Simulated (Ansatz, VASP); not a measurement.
One calculation of Y2SiSe, two programs

```
CELL_PARAMETERS angstrom
5.18010 0.00000 0.00000
0.00000 5.18010 0.00000
0.00000 0.00000 3.45902
ATOMIC_POSITIONS crystal
Y 0.50000 0.00000 0.89076
Y 0.00000 0.50000 0.89076
Si 0.50000 0.50000 0.44962
Se 0.00000 0.00000 0.29242
```

Alike in both runs: functional PBE; k mesh 10 × 10 × 14; occupations gaussian, width 0.1 eV; no spin polarisation.

Ansatz relaxed the structure, and its values are those at the end. VASP's run is a single point on that final structure, the one shown.

|  | VASP | Ansatz |
| --- | --- | --- |
| version | VASP 6.6.1 | Ansatz 0.2.0 |
| potentials or method | VASP PAW PBE potentials, release 64 (Y_sv, Si, Se), cutoff 520 eV | scalar-relativistic, plane waves, PAW |
| valence electrons in the cell | 32 | 42 |

```csv
,VASP,Ansatz,Ansatz less VASP
gap on the k mesh at the Fermi level (eV),none,none,-
pressure (GPa),0.0,0.0,+0.02
```

A gap of «none» marks a metal or a gap that the smearing closes. VASP's potentials hold 32 valence electrons a cell and Ansatz's 42, so a difference there can come from the potentials and not from the codes.
